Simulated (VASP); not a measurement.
Set up this calculation in VASP 6.6.1, as the native input.

```
Task                   : single point
Functional             : PBEsol
Potentials or basis    : VASP PAW PBE potentials, release 64 (W_sv, Au)
Cutoff                 : 520 eV
k mesh                 : 8 × 8 × 8
Occupations            : fermi-dirac, width 0.05 eV
Spin                   : no spin polarisation
Dipole correction      : no
Further INCAR settings : ALGO = Normal; EDIFF = 1e-06; NBANDS = 20
```

The structure of WAu lies in POSCAR:

```
WAu
1.0
    0.0000000000      2.8731330996      2.8731330996
    2.8731330996      0.0000000000      2.8731330996
    2.8731330996      2.8731330996      0.0000000000
W Au
1 1
Direct
    0.0000000000      0.0000000000      0.0000000000
    0.7500000000      0.7500000000      0.7500000000
```

These files were run (other wordings do the same):

INCAR

```
SYSTEM = WAu
PREC     = Accurate       ! precision mode
ENCUT    = 520            ! plane-wave cutoff, eV
EDIFF    = 1E-6           ! SCF threshold, eV
ISMEAR   = -1             ! smearing method
SIGMA    = 0.05           ! smearing width, eV
LREAL    = .False.        ! projectors in reciprocal space
LASPH    = .True.         ! aspherical terms in the spheres
NELM     = 60             ! most SCF steps
ALGO     = Normal         ! electronic algorithm
ISIF     = 2              ! what is computed and relaxed
LWAVE    = .False.        ! write WAVECAR
LCHARG   = .True.         ! write CHGCAR
GGA      = PS             ! functional
LELF     = .True.         ! ELF
LVHAR    = .True.       
NBANDS   = 20             ! bands
```

KPOINTS

```
regular mesh
0
Gamma
  8 8 8
  0 0 0
```

Potentials or basis: VASP PAW PBE potentials, release 64 (W_sv, Au).

Command:

```console
$ cat potpaw_PBE.64/W_sv/POTCAR potpaw_PBE.64/Au/POTCAR > POTCAR
$ mpirun -np 1 vasp_std > vasp.out
```

Results of the run:

```
Pressure               : 0.1 GPa
Band gap on the k mesh : zero (an odd number of electrons rules out a gap without spin polarisation)
```

Caveat: the PAW data sets were made with another functional, which shifts forces and pressure a little; spin-orbit coupling is left out, which moves the levels of the heavy elements.

Wall time 38 s on 1 thread of AMD EPYC 7R13, with other jobs on the host, peak memory 0.15 GiB.
